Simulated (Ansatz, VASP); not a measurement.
Sn: VASP beside Ansatz

The input INCAR:

```
SYSTEM = Sn
PREC = Accurate
ENCUT = 520
EDIFF = 1E-8
ISMEAR = -1
SIGMA = 0.03
LREAL = .FALSE.
LASPH = .TRUE.
NELM = 80
ALGO = Normal
ISIF = 2
LWAVE = .FALSE.
LCHARG = .FALSE.
GGA = CA
LEFG = .TRUE.
NBANDS = 21
```

The input KPOINTS:

```
regular mesh
0
G
  9 9 9
  0 0 0
```

POSCAR

```
Sn
1.0
   -0.0324560000      3.2293720000      3.2293720000
    3.2293720000     -0.0324560000      3.2293720000
    3.2293720000      3.2293720000     -0.0324560000
Sn
2
Direct
    0.5000000000      0.5000000000      0.5000000000
    0.7500000000      0.7500000000      0.7500000000
```

Input for Ansatz:

```yaml
crystal:
  lattice:
    - [-0.032456, 3.229372, 3.229372]
    - [3.229372, -0.032456, 3.229372]
    - [3.229372, 3.229372, -0.032456]
  atoms:
    - { symbol: Sn, position: [0.5, 0.5, 0.5] }
    - { symbol: Sn, position: [0.75, 0.75, 0.75] }
kpoints:
  mp_grid: { grid: [9, 9, 9] }
scf:
  occupations: { method: fermi_dirac, width: 0.03 }
hamiltonian:
  xc: lda
  pseudopotentials: { kind: paw }
output:
  forces: true
  stress: true
  eigenvalues: true
  efg: { contact_densities: true }
```

Change from the starting cell: equal xy, yz and zx shear strains of -1 %, PAW files.

Alike in both runs: task electric field gradients; functional LDA; k mesh 9 × 9 × 9; occupations fermi-dirac, width 0.03 eV; no spin polarisation.

```csv
,VASP,Ansatz
version,VASP 6.6.1,Ansatz 0.2.0
potentials or method,"VASP PAW LDA potentials, release 64 (Sn_d)","PAW with Ansatz's default frozen-core files, scalar-relativistic"
plane-wave cutoff (eV),520,420
valence electrons in the cell,28,28
```

Ansatz gave:

```
pressure (GPa)                                                : -0.3
traceless stress, the component that is largest in VASP (GPa) : 0.50
rms of the force components (eV/Å)                            : 0.092
size of Vzz on the site where it differs most (V/Å²)          : 14.5
```

**Question.** What did VASP give for the same quantities?

**Answer.** Pressure (GPa): -0.3; traceless stress, the component that is largest in VASP (GPa): 0.50; rms of the force components (eV/Å): 0.092; size of Vzz on the site where it differs most (V/Å²): 15.4.

LDA's correlation is that of Perdew and Zunger in VASP and of Perdew and Wang (1992) in Ansatz. Atom by atom the forces differ by 0.001 eV/Å (rms over components).
